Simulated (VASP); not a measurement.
# ZrB2 (P6/mmm) in VASP: a series of runs, part 2 of 3

VASP 6.6.1.

### 3 Relaxation of cell and atoms, PBEsol, target pressure 5 GPa, at which the enthalpy is minimised

Contents of INCAR:

```
PREC = Accurate
ENCUT = 600
EDIFF = 1E-7
ISMEAR = -1
SIGMA = 0.05
LREAL = False
LASPH = True
NELM = 60
ALGO = Normal
ISIF = 3
LWAVE = False
LCHARG = False
GGA = PS
IBRION = 2
NSW = 80
EDIFFG = -0.01
PSTRESS = 50.0
```

Contents of KPOINTS:

```
Automatic mesh
0
Gamma
  10 10 8
```

Contents of POSCAR:

```
ZrB2
1.0
    3.1700000000      0.0000000000      0.0000000000
   -1.5850000000      2.7453005300      0.0000000000
    0.0000000000      0.0000000000      3.5330000000
Zr B
1 2
Direct
    0.0000000000      0.0000000000      0.0000000000
    0.6666666667      0.3333333333      0.5000000000
    0.3333333333      0.6666666667      0.5000000000
```

Potentials or basis: VASP PAW PBE potentials, release 64 (Zr_sv, B).

Command:

```bash
$ cat potpaw_PBE.64/Zr_sv/POTCAR potpaw_PBE.64/B/POTCAR > POTCAR
$ mpirun -np 1 vasp_std > vasp.out
```

OUTCAR:

```text
PREC = Accurate
   ENCUT = 600
   EDIFF = 1E-7
   ISMEAR = -1
   LREAL = False
   LASPH = True
   NELM = 60
   ISIF = 3
   GGA = PS
   IBRION = 2
   NSW = 80
   EDIFFG = -0.01
   PSTRESS = 50.0

 ion  position               nearest neighbor table
   1  0.000  0.000  0.000-   2 2.54   3 2.54   2 2.54   3 2.54   2 2.54   2 2.54   3 2.54   3 2.54
                             2 2.54   2 2.54   3 2.54   3 2.54
   2  0.667  0.333  0.500-   3 1.83   3 1.83   3 1.83   1 2.54   1 2.54   1 2.54   1 2.54   1 2.54
                             1 2.54
   3  0.333  0.667  0.500-   2 1.83   2 1.83   2 1.83   1 2.54   1 2.54   1 2.54   1 2.54   1 2.54
                             1 2.54

  LATTYP: Found a hexagonal cell.
 ALAT       =     3.1700000000
 C/A-ratio  =     1.1145110410

  Lattice vectors:

 A1 = (   3.1700000000,   0.0000000000,   0.0000000000)
 A2 = (  -1.5850000000,   2.7453005300,   0.0000000000)
 A3 = (   0.0000000000,   0.0000000000,   3.5330000000)

Analysis of symmetry for initial positions (statically):
=====================================================================
 Subroutine PRICEL returns:
 Original cell was already a primitive cell.

 Routine SETGRP: Setting up the symmetry group for a
 hexagonal supercell.

 Subroutine GETGRP returns: Found 24 space group operations
 (whereof 24 operations were pure point group operations)
 out of a pool of 24 trial point group operations.

The static configuration has the point symmetry D_6h.

Analysis of symmetry for dynamics (positions and initial velocities):
=====================================================================
 Subroutine PRICEL returns:
 Original cell was already a primitive cell.

 Routine SETGRP: Setting up the symmetry group for a
 hexagonal supercell.

 Subroutine GETGRP returns: Found 24 space group operations
 (whereof 24 operations were pure point group operations)
 out of a pool of 24 trial point group operations.

The dynamic configuration has the point symmetry D_6h.

 Subroutine INISYM returns: Found 24 space group operations
 (whereof 24 operations are pure point group operations),
 and found     1 'primitive' translations

----------------------------------------------------------------------------------------

                                     Primitive cell

  volume of cell :      30.7463

  direct lattice vectors                    reciprocal lattice vectors
     3.170000000  0.000000000  0.000000000     0.315457413  0.182129422  0.000000000
    -1.585000000  2.745300530  0.000000000     0.000000000  0.364258845  0.000000000
     0.000000000  0.000000000  3.533000000     0.000000000  0.000000000  0.283045570

  length of vectors
     3.170000000  3.170000000  3.533000000     0.364258845  0.364258845  0.283045570

  position of ions in fractional coordinates (direct lattice)
     0.000000000  0.000000000  0.000000000
     0.666666667  0.333333333  0.500000000
     0.333333333  0.666666667  0.500000000

  ion indices of the primitive-cell ions
   primitive index   ion index
                 1           1
                 2           2
                 3           3

----------------------------------------------------------------------------------------

 KPOINTS: Automatic mesh

Automatic generation of k-mesh.
[... 58 lines left out ...]
   ISTART =      0    job   : 0-new  1-cont  2-samecut
   ICHARG =      2    charge: 1-file 2-atom 10-const
   ISPIN  =      1    spin polarized calculation?
   LNONCOLLINEAR =      F non collinear calculations
   LSORBIT =      F    spin-orbit coupling
   LASPH  =      T    aspherical Exc in radial PAW
   ENCUT  =  600.0 eV  44.10 Ry    6.64 a.u.   6.33  6.33  7.06*2*pi/ulx,y,z
   NELM   =     60;   NELMIN=  2; NELMDL= -5     # of ELM steps
   EDIFF  = 0.1E-06   stopping-criterion for ELM
   LREAL  =      F    real-space projection
   EDIFFG = -.1E-01   stopping-criterion for IOM
   NSW    =     80    number of steps for IOM
   IBRION =      2    ionic relax: 0-MD 1-quasi-New 2-CG
   NFREE  =      1    steps in history (QN), initial steepest desc. (CG)
   ISIF   =      3    stress and relaxation
   ISYM   =      2    0-nonsym 1-usesym 2-fastsym
   POTIM  = 0.5000    time-step for ionic-motion
   TEBEG  =    0.0;   TEEND  =   0.0 temperature during run
   PSTRESS=   50.0 pullay stress
   NELECT =      18.0000    total number of electrons
   NUPDOWN=      -1.0000    fix difference up-down
   EMIN   =  10.00;   EMAX   =-10.00  energy-range for DOS
   EFERMI =   0.00;   METHOD = LEGACY
   ISMEAR =    -1;   SIGMA  =   0.05  broadening in eV -4-tet -1-fermi 0-gaus
   EFERMI_NEDOS =   21; number of points for ismear=-14 and -15
   IALGO  =     38    algorithm
   IMIX   =      4    mixing-type and parameters
     AMIX     =   0.40;   BMIX     =  1.00
     AMIX_MAG =   1.60;   BMIX_MAG =  1.00
  volume/ion in A,a.u.               =      10.25        69.16
  Fermi-wavevector in a.u.,A,eV,Ry     =   1.369519  2.588016 25.518847  1.875582
  Thomas-Fermi vector in A             =   2.495387
   LORBIT       =      0    0 simple, 1 ext, 2 COOP (PROOUT), +10 PAW based schemes
   GGA     = PS    functional components
   LHFCALC =     F    Hartree Fock is set to
   AEXX    =    0.0000 exact exchange contribution
   IVDW    =     0    specifies the selected vdW correction
   LEPSILON=     F    determine dielectric tensor
   LRPA    =     F    only Hartree local field effects (RPA)
 conjugate gradient relaxation of ions
 non-spin polarized calculation
  energy-cutoff  :      600.00
  volume of cell :       30.75
 maximum number of plane-waves:      1046
 NGX is ok and might be reduce to    28
   NGX = 13   NGY = 13   NGZ = 15

--------------------------------------- Ionic step        1  -------------------------------------------

 number of electron      18.0000000 magnetization

 Free energy of the ion-electron system (eV)
  ---------------------------------------------------
  ext. energy  EPLUGINS =         0.00000000
  ---------------------------------------------------
  free energy    TOTEN  =       -26.39655282 eV

  energy without entropy =      -26.39374176  energy(sigma->0) =      -26.39514729

------------------------ aborting loop because EDIFF is reached ----------------------------------------

  FORCE on cell =-STRESS in cart. coord.  units (eV):
  Direction    XX          YY          ZZ          XY          YZ          ZX
  --------------------------------------------------------------------------------------
  -------------------------------------------------------------------------------------
  Total       -0.7134326     -0.7134326     -0.7358441      0.0000000     -0.0000000      0.0000000
  in kB      -37.1766913    -37.1766913    -38.3445472      0.0000000     -0.0000000      0.0000000
  external PRESSURE =     -87.5659766 kB  Pullay stress =      50.0000000 kB
[... 143 lines left out ...]
--------------------------------------- Ionic step        5  -------------------------------------------

 number of electron      18.0000000 magnetization

 Free energy of the ion-electron system (eV)
  ---------------------------------------------------
  ext. energy  EPLUGINS =         0.00000000
  ---------------------------------------------------
  free energy    TOTEN  =       -26.39304431 eV

  energy without entropy =      -26.39027732  energy(sigma->0) =      -26.39166081

 E-fermi :  10.7082     XC(G=0): -12.7033

 val. band max:       10.6712841581   @ k =   0.2000   0.2000   0.1250
 cond. band min:      10.8737735888   @ k =   0.1000  -0.0000   0.5000
 fundamental gap:      0.2024894307
 Fermi energy:        10.7082318431

 k-point     1 :       0.0000    0.0000    0.0000
  band No.  band energies     occupation
      1     -37.5731      2.00000
      2     -15.8152      2.00000
      3     -15.2070      2.00000
      4     -15.2070      2.00000
      5      -2.0336      2.00000
      6       8.1110      2.00000
      7       8.1110      2.00000
      8       8.1222      2.00000
      9       8.5371      2.00000
     10      14.3725      0.00000
     11      14.3725      0.00000
     12      15.2116      0.00000
     13      15.2116      0.00000
[... 354 lines left out ...]
  band No.  band energies     occupation
      1     -37.4339      2.00000
      2     -16.2050      2.00000
      3     -15.6667      2.00000
      4     -15.5031      2.00000
      5       1.5022      2.00000
      6       2.7537      2.00000
      7       6.5216      2.00000
      8       7.3085      2.00000
      9       8.6784      2.00000
     10      12.0272      0.00000
     11      14.6873      0.00000
     12      14.9403      0.00000
     13      16.6797      0.00000

 [... further k-points ...]

------------------------ aborting loop because EDIFF is reached ----------------------------------------

  FORCE on cell =-STRESS in cart. coord.  units (eV):
  Direction    XX          YY          ZZ          XY          YZ          ZX
  --------------------------------------------------------------------------------------
  -------------------------------------------------------------------------------------
  Total        0.9441642      0.9441642      0.9384449      0.0000000      0.0000000     -0.0000000
  in kB       50.9574072     50.9574072     50.6487326      0.0000000      0.0000000     -0.0000000
  external PRESSURE =       0.8545157 kB  Pullay stress =      50.0000000 kB
[... 22 lines left out ...]
  energy  without entropy=      -26.3902773196  energy(sigma->0) =      -26.39166081

  enthalpy is  TOTEN    =       -25.4666194416 eV   P V=        0.9264248638

 reached required accuracy - stopping structural energy minimisation
```

CONTCAR:

```text
ZrB2
   1.00000000000000
     3.1355048018931653    0.0000000000000000    0.0000000000000000
    -1.5677524009465826    2.7154268121309268   -0.0000000000000000
    -0.0000000000000000   -0.0000000000000000    3.4866247464398730
  Zr              B
     1     2
Direct
     1.0000000000000000    1.0000000000000000    0.0000000000000000
     0.6666666667000030    0.3333333332999970    0.5000000000000000
     0.3333333332999970    0.6666666667000030    0.5000000000000000

  0.00000000E+00  0.00000000E+00  0.00000000E+00
  0.00000000E+00  0.00000000E+00  0.00000000E+00
  0.00000000E+00  0.00000000E+00  0.00000000E+00
```

It took 2.9 min on 1 thread of Intel Xeon 8259CL, shared host; peak memory 0.19 GiB.

What came out:

* Free energy: -26.3930 eV
* Relaxed volume: 9.90 Å³/atom
* Relaxed cell: a = 3.136 Å, b = 3.136 Å, c = 3.487 Å, α = 90.00°, β = 90.00°, γ = 120.00°
* Space group after relaxing (to 0.1 Å): P6/mmm (No. 191)
* Energy change on relaxing (the run minimises the enthalpy): +1.2 meV/atom
* Ionic steps: 5
* Pressure after relaxing: 5.1 GPa
* Band gap on the k mesh: zero (bands 9 and 10 overlap by 0.82 eV)

The path:
```tsv
step	energy change (eV)	largest force (eV/Å)	pressure (GPa)	volume (Å³)
1	0.0000	0.0000	-3.76	30.75
2	0.1043	0.0000	19.04	28.32
3	0.0029	0.0000	4.90	29.71
4	0.0035	0.0000	5.08	29.69
5	0.0035	0.0000	5.09	29.69
```

Final structure:
```
Zr B
1.0
     3.13550    0.00000    0.00000
    -1.56775    2.71543    0.00000
     0.00000    0.00000    3.48662
Zr B
1 2
Direct
  0.00000 0.00000 0.00000
  0.66667 0.33333 0.50000
  0.33333 0.66667 0.50000
```

Caveat: the cell is relaxed towards a set pressure, so the run minimises the enthalpy, not the energy; the PAW data sets were made with another functional, which shifts forces and pressure a little.

### 4 Relaxation of cell and atoms, PBEsol, target pressure 10 GPa, at which the enthalpy is minimised

Contents of INCAR:

```
PREC = Accurate
ENCUT = 600
EDIFF = 1E-6
ISMEAR = -1
SIGMA = 0.05
LREAL = F
LASPH = T
NELM = 60
ALGO = Normal
ISIF = 3
LWAVE = F
LCHARG = F
GGA = PS
IBRION = 2
NSW = 80
EDIFFG = -0.01
PSTRESS = 100.0
```

KPOINTS is that of step 3.

POSCAR is that of step 3.

Potentials or basis: VASP PAW PBE potentials, release 64 (Zr_sv, B).

Command:

```bash
$ cat potpaw_PBE.64/Zr_sv/POTCAR potpaw_PBE.64/B/POTCAR > POTCAR
$ mpirun -np 1 vasp_std > vasp.out
```

OUTCAR:

```text
PREC = Accurate
   ENCUT = 600
   EDIFF = 1E-6
   ISMEAR = -1
   LREAL = F
   LASPH = T
   NELM = 60
   ISIF = 3
   GGA = PS
   IBRION = 2
   NSW = 80
   EDIFFG = -0.01
   PSTRESS = 100.0

 ion  position               nearest neighbor table
   1  0.000  0.000  0.000-   2 2.54   3 2.54   2 2.54   3 2.54   2 2.54   2 2.54   3 2.54   3 2.54
                             2 2.54   2 2.54   3 2.54   3 2.54
   2  0.667  0.333  0.500-   3 1.83   3 1.83   3 1.83   1 2.54   1 2.54   1 2.54   1 2.54   1 2.54
                             1 2.54
   3  0.333  0.667  0.500-   2 1.83   2 1.83   2 1.83   1 2.54   1 2.54   1 2.54   1 2.54   1 2.54
                             1 2.54

  LATTYP: Found a hexagonal cell.
 ALAT       =     3.1700000000
 C/A-ratio  =     1.1145110410

  Lattice vectors:

[... 396 lines left out ...]
  band No.  band energies     occupation
      1     -37.3153      2.00000
      2     -15.5676      2.00000
      3     -14.9318      2.00000
      4     -14.9318      2.00000
      5      -1.9111      2.00000
      6       8.2689      2.00000
      7       8.2689      2.00000
      8       8.2833      2.00000
      9       8.7584      2.00000
     10      14.6561      0.00000
     11      14.6561      0.00000
     12      15.5120      0.00000
     13      15.5120      0.00000
[... 354 lines left out ...]
  band No.  band energies     occupation
      1     -37.1657      2.00000
      2     -15.9875      2.00000
      3     -15.4098      2.00000
      4     -15.2449      2.00000
      5       1.6573      2.00000
      6       2.9105      2.00000
      7       6.6824      2.00000
      8       7.4782      2.00000
      9       8.8416      2.00000
     10      12.2534      0.00000
     11      14.9746      0.00000
     12      15.2281      0.00000
     13      17.0027      0.00000

 [... further k-points ...]

------------------------ aborting loop because EDIFF is reached ----------------------------------------

  FORCE on cell =-STRESS in cart. coord.  units (eV):
  Direction    XX          YY          ZZ          XY          YZ          ZX
  --------------------------------------------------------------------------------------
  -------------------------------------------------------------------------------------
  Total        1.8302170      1.8302170      1.8273285      0.0000000      0.0000000     -0.0000000
  in kB      100.5413151    100.5413151    100.3826421      0.0000000      0.0000000     -0.0000000
  external PRESSURE =       0.4884241 kB  Pullay stress =     100.0000000 kB
[... 22 lines left out ...]
  energy  without entropy=      -26.3658879472  energy(sigma->0) =      -26.36725969

  enthalpy is  TOTEN    =       -24.5482683550 eV   P V=        1.8203630722

 reached required accuracy - stopping structural energy minimisation
```

Run time: 4.6 min. Hardware: 1 thread of Intel Xeon 8259CL, shared host; peak memory 0.2 GiB.

What came out:

- Free energy: -26.3686 eV
- Relaxed volume: 9.72 Å³/atom
- Relaxed cell: a = 3.118 Å, b = 3.118 Å, c = 3.464 Å, α = 90.00°, β = 90.00°, γ = 120.00°
- Space group after relaxing (to 0.1 Å): P6/mmm (No. 191)
- Energy change on relaxing (the run minimises the enthalpy): +9.3 meV/atom
- Ionic steps: 11
- Pressure after relaxing: 10.0 GPa
- Band gap on the k mesh: zero (bands 9 and 10 overlap by 0.83 eV)

Step by step:
```tsv
step	energy change (eV)	largest force (eV/Å)	pressure (GPa)	volume (Å³)
1	0.0000	0.0000	-3.74	30.75
2	0.3278	0.0000	35.82	27.00
3	0.0259	0.0000	9.70	29.20
4	0.0277	0.0000	10.00	29.17
5	0.0297	0.0000	10.30	29.14
6	0.0253	0.0000	9.59	29.21
7	0.0263	0.0000	9.73	29.19
8	0.0265	0.0000	9.79	29.19
9	0.0264	0.0000	9.80	29.19
10	0.0287	0.0000	10.13	29.15
11	0.0279	0.0000	10.05	29.17
```

Final structure:
```
Zr B
1.0
     3.11797    0.00000    0.00000
    -1.55898    2.70024    0.00000
     0.00000    0.00000    3.46413
Zr B
1 2
Cartesian
  0.0000 0.0000 0.0000
  1.5590 0.9001 1.7321
  0.0000 1.8002 1.7321
```

Caveat: the cell is relaxed towards a set pressure, so the run minimises the enthalpy, not the energy; the PAW data sets were made with another functional, which shifts forces and pressure a little.

(Continued in part 3 of 3.)
